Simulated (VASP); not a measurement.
# NaGeO3 (Pm-3m) in VASP: further runs, part 2 of 2

VASP 6.6.1.

### 3 Relaxation of volume and atoms at fixed shape, LDA

This run uses another cell than the first one, of 10.67 Å³/atom.

INCAR

```
PREC = Accurate ; ENCUT = 600
EDIFF = 1E-6 ; ISMEAR = -1
SIGMA = 0.02 ; LREAL = False
LASPH = True ; NELM = 100
ALGO = Normal ; ISIF = 8
LWAVE = False ; LCHARG = False
GGA = CA ; IBRION = 2
NSW = 80 ; EDIFFG = -0.03
```

KPOINTS

```
regular mesh
0
Gamma
  6 6 6
```

POSCAR

```
NaGeO3
1.0
    3.7647630000      0.0000000000      0.0000000000
    0.0000000000      3.7647630000      0.0000000000
    0.0000000000      0.0000000000      3.7647630000
Na Ge O
1 1 3
Direct
    0.0000000000      0.0000000000      0.0000000000
    0.5000000000      0.5000000000      0.5000000000
    0.5000000000      0.5000000000      0.0000000000
    0.5000000000      0.0000000000      0.5000000000
    0.0000000000      0.5000000000      0.5000000000
```

Potentials or basis: VASP PAW LDA potentials, release 64 (Na_pv, Ge_d, O).

On the command line:

```console
cat potpaw_LDA.64/Na_pv/POTCAR potpaw_LDA.64/Ge_d/POTCAR potpaw_LDA.64/O/POTCAR > POTCAR
mpirun -np 1 vasp_std > vasp.out
```

OUTCAR:

```text
PREC = Accurate
   ENCUT = 600
   EDIFF = 1E-6
   ISMEAR = -1
   LREAL = False
   LASPH = True
   NELM = 100
   ISIF = 8
   GGA = CA
   IBRION = 2
   NSW = 80
   EDIFFG = -0.03

 ion  position               nearest neighbor table
   1  0.000  0.000  0.000-
   2  0.500  0.500  0.500-   3 1.88   4 1.88   5 1.88   3 1.88   4 1.88   5 1.88
   3  0.500  0.500  0.000-   2 1.88   2 1.88
   4  0.500  0.000  0.500-   2 1.88   2 1.88
   5  0.000  0.500  0.500-   2 1.88   2 1.88

  LATTYP: Found a simple cubic cell.
 ALAT       =     3.7647630000

  Lattice vectors:

 A1 = (   3.7647630000,   0.0000000000,   0.0000000000)
 A2 = (   0.0000000000,   3.7647630000,   0.0000000000)
 A3 = (   0.0000000000,   0.0000000000,   3.7647630000)

Analysis of symmetry for initial positions (statically):
=====================================================================
 Subroutine PRICEL returns:
 Original cell was already a primitive cell.

 Routine SETGRP: Setting up the symmetry group for a
 simple cubic supercell.

 Subroutine GETGRP returns: Found 48 space group operations
 (whereof 48 operations were pure point group operations)
 out of a pool of 48 trial point group operations.

The static configuration has the point symmetry O_h .

Analysis of symmetry for dynamics (positions and initial velocities):
=====================================================================
 Subroutine PRICEL returns:
 Original cell was already a primitive cell.

 Routine SETGRP: Setting up the symmetry group for a
 simple cubic supercell.

 Subroutine GETGRP returns: Found 48 space group operations
 (whereof 48 operations were pure point group operations)
 out of a pool of 48 trial point group operations.

The dynamic configuration has the point symmetry O_h .

 Subroutine INISYM returns: Found 48 space group operations
 (whereof 48 operations are pure point group operations),
 and found     1 'primitive' translations

----------------------------------------------------------------------------------------

                                     Primitive cell

  volume of cell :      53.3596

  direct lattice vectors                    reciprocal lattice vectors
     3.764763000  0.000000000  0.000000000     0.265620970  0.000000000  0.000000000
     0.000000000  3.764763000  0.000000000     0.000000000  0.265620970  0.000000000
     0.000000000  0.000000000  3.764763000     0.000000000  0.000000000  0.265620970

  length of vectors
     3.764763000  3.764763000  3.764763000     0.265620970  0.265620970  0.265620970

  position of ions in fractional coordinates (direct lattice)
     0.000000000  0.000000000  0.000000000
     0.500000000  0.500000000  0.500000000
     0.500000000  0.500000000  0.000000000
     0.500000000  0.000000000  0.500000000
     0.000000000  0.500000000  0.500000000

  ion indices of the primitive-cell ions
   primitive index   ion index
                 1           1
                 2           2
                 3           3
                 4           4
                 5           5

----------------------------------------------------------------------------------------

 KPOINTS: regular mesh

Automatic generation of k-mesh.
 Grid dimensions read from file:
 generate k-points for:    6    6    6

 Generating k-lattice:

  Cartesian coordinates                     Fractional coordinates (reciprocal lattice)
     0.044270162  0.000000000  0.000000000     0.166666667  0.000000000  0.000000000
     0.000000000  0.044270162  0.000000000     0.000000000  0.166666667  0.000000000
     0.000000000  0.000000000  0.044270162     0.000000000  0.000000000  0.166666667

  Length of vectors
     0.044270162  0.044270162  0.044270162

  Shift w.r.t. Gamma in fractional coordinates (k-lattice)
     0.000000000  0.000000000  0.000000000

 Subroutine IBZKPT returns following result:
 ===========================================

 Found     20 irreducible k-points:

 Following reciprocal coordinates:
            Coordinates               Weight
  0.000000  0.000000  0.000000      1.000000
  0.166667  0.000000  0.000000      6.000000
  0.333333  0.000000  0.000000      6.000000
  0.500000  0.000000  0.000000      3.000000
  0.166667  0.166667  0.000000     12.000000
  0.333333  0.166667  0.000000     24.000000
[... 12 lines left out ...]
  0.500000  0.500000  0.333333      6.000000
  0.500000  0.500000  0.500000      1.000000
   k-points           NKPTS =     20   k-points in BZ     NKDIM =     20   number of bands    NBANDS=     23
   number of dos      NEDOS =    301   number of ions     NIONS =      5
   total plane-waves  NPLWV =  27000
   dimension x,y,z NGX =    30 NGY =   30 NGZ =   30
   dimension x,y,z NGXF=    60 NGYF=   60 NGZF=   60
   ions per type =               1   1   3
   NGX,Y,Z   is equivalent  to a cutoff of  13.25, 13.25, 13.25 a.u.
   NGXF,Y,Z  is equivalent  to a cutoff of  26.50, 26.50, 26.50 a.u.
 SYSTEM =  unknown system
   PREC   = accura    normal or accurate (medium, high low for compatibility)
   ISTART =      0    job   : 0-new  1-cont  2-samecut
   ICHARG =      2    charge: 1-file 2-atom 10-const
   ISPIN  =      1    spin polarized calculation?
   LNONCOLLINEAR =      F non collinear calculations
   LSORBIT =      F    spin-orbit coupling
   LASPH  =      T    aspherical Exc in radial PAW
   ENCUT  =  600.0 eV  44.10 Ry    6.64 a.u.   7.52  7.52  7.52*2*pi/ulx,y,z
   NELM   =    100;   NELMIN=  2; NELMDL= -5     # of ELM steps
   EDIFF  = 0.1E-05   stopping-criterion for ELM
   LREAL  =      F    real-space projection
   EDIFFG = -.3E-01   stopping-criterion for IOM
   NSW    =     80    number of steps for IOM
   IBRION =      2    ionic relax: 0-MD 1-quasi-New 2-CG
   NFREE  =      1    steps in history (QN), initial steepest desc. (CG)
   ISIF   =      8    stress and relaxation
   ISYM   =      2    0-nonsym 1-usesym 2-fastsym
   POTIM  = 0.5000    time-step for ionic-motion
   TEBEG  =    0.0;   TEEND  =   0.0 temperature during run
   PSTRESS=    0.0 pullay stress
   NELECT =      39.0000    total number of electrons
   NUPDOWN=      -1.0000    fix difference up-down
   EMIN   =  10.00;   EMAX   =-10.00  energy-range for DOS
   EFERMI =   0.00;   METHOD = LEGACY
   ISMEAR =    -1;   SIGMA  =   0.02  broadening in eV -4-tet -1-fermi 0-gaus
   EFERMI_NEDOS =   21; number of points for ismear=-14 and -15
   IALGO  =     38    algorithm
   IMIX   =      4    mixing-type and parameters
     AMIX     =   0.40;   BMIX     =  1.00
     AMIX_MAG =   1.60;   BMIX_MAG =  1.00
  volume/ion in A,a.u.               =      10.67        72.02
  Fermi-wavevector in a.u.,A,eV,Ry     =   1.474661  2.786704 29.587552  2.174624
  Thomas-Fermi vector in A             =   2.589405
   LORBIT       =      0    0 simple, 1 ext, 2 COOP (PROOUT), +10 PAW based schemes
   GGA     = CA    functional components
   LHFCALC =     F    Hartree Fock is set to
   AEXX    =    0.0000 exact exchange contribution
   IVDW    =     0    specifies the selected vdW correction
   LEPSILON=     F    determine dielectric tensor
   LRPA    =     F    only Hartree local field effects (RPA)
 conjugate gradient relaxation of ions
 non-spin polarized calculation
  energy-cutoff  :      600.00
  volume of cell :       53.36
 maximum number of plane-waves:      1800
   NGX = 15   NGY = 15   NGZ = 15

--------------------------------------- Ionic step        1  -------------------------------------------

 number of electron      38.9999991 magnetization

 Free energy of the ion-electron system (eV)
  ---------------------------------------------------
  ext. energy  EPLUGINS =         0.00000000
  ---------------------------------------------------
  free energy    TOTEN  =       -30.60755725 eV

  energy without entropy =      -30.60006247  energy(sigma->0) =      -30.60380986

------------------------ aborting loop because EDIFF is reached ----------------------------------------

  FORCE on cell =-STRESS in cart. coord.  units (eV):
  Direction    XX          YY          ZZ          XY          YZ          ZX
  --------------------------------------------------------------------------------------
  -------------------------------------------------------------------------------------
  Total       -3.1229601     -3.1229601     -3.1229601     -0.0000000     -0.0000000      0.0000000
  in kB      -93.7700383    -93.7700383    -93.7700383     -0.0000000     -0.0000000      0.0000000
  external PRESSURE =     -93.7700383 kB  Pullay stress =       0.0000000 kB
[... 63 lines left out ...]
  energy  without entropy=      -30.6634784994  energy(sigma->0) =      -30.66726787

--------------------------------------- Ionic step        3  -------------------------------------------

 number of electron      38.9999983 magnetization

 Free energy of the ion-electron system (eV)
  ---------------------------------------------------
  ext. energy  EPLUGINS =         0.00000000
  ---------------------------------------------------
  free energy    TOTEN  =       -30.70237500 eV

  energy without entropy =      -30.69483652  energy(sigma->0) =      -30.69860576

 E-fermi :   2.9919     XC(G=0): -11.8167

 val. band max:        2.9913382059   @ k =   0.3333   0.3333   0.1667
 cond. band min:       3.0781955355   @ k =   0.3333   0.3333   0.3333
 fundamental gap:      0.0868573295
 Fermi energy:         2.9918546336

 k-point     1 :       0.0000    0.0000    0.0000
  band No.  band energies     occupation
      1     -20.9223      2.00000
      2     -20.9223      2.00000
      3     -20.4994      2.00000
      4     -20.4994      2.00000
      5     -20.4994      2.00000
      6     -17.9472      2.00000
[... 541 lines left out ...]
  FREE ENERGIE OF THE ION-ELECTRON SYSTEM (eV)
  ---------------------------------------------------
  free  energy   TOTEN  =       -30.7023749963 eV

  energy  without entropy=      -30.6948365171  energy(sigma->0) =      -30.69860576

 reached required accuracy - stopping structural energy minimisation
```

It took 75 s on 1 thread of AMD EPYC 7R13, shared host; peak memory 0.14 GiB.

Results:

* Free energy: -30.7024 eV
* Relaxed volume: 10.06 Å³/atom
* Relaxed cell: a = 3.691 Å, b = 3.691 Å, c = 3.691 Å, α = 90.00°, β = 90.00°, γ = 90.00°
* Space group after relaxing (to 0.1 Å): Pm-3m (No. 221)
* Energy gained by relaxing: 19.0 meV/atom
* Ionic steps: 3
* Pressure after relaxing: 0.0 GPa
* Band gap on the k mesh: zero (an odd number of electrons rules out a gap without spin polarisation)

The path:
```csv
step,energy change (eV),largest force (eV/Å),pressure (GPa),volume (Å³)
1,0.0000,0.0000,-9.38,53.36
2,-0.0635,0.0000,6.43,48.68
3,-0.0948,0.0000,-0.01,50.30
```

Final structure:
```
CELL_PARAMETERS angstrom
3.69137 0.00000 0.00000
0.00000 3.69137 0.00000
0.00000 0.00000 3.69137
ATOMIC_POSITIONS crystal
Na 0.00000 0.00000 0.00000
Ge 0.50000 0.50000 0.50000
O 0.50000 0.50000 0.00000
O 0.50000 0.00000 0.50000
O 0.00000 0.50000 0.50000
```

Levels at points of the mesh, in eV from the Fermi level:
```tsv
k point	band 18	band 19	band 20	band 21	band 22	band 23
(0.00, 0.00, 0.00)	-0.77	-0.77	-0.77	1.82	6.42	12.19
(0.50, 0.00, 0.00)	-1.38	-0.81	-0.81	6.24	9.62	10.07
(0.50, 0.50, 0.00)	-1.62	-1.41	0.42	9.01	10.24	10.24
(0.50, 0.50, 0.50)	0.45	0.45	0.45	8.73	8.74	8.74
```

Caveat: an odd number of electrons without spin polarisation forces a metal; a magnetic or distorted state may lie lower.

The gap in the log of VASP goes by the Fermi energy; the results here count the filled bands.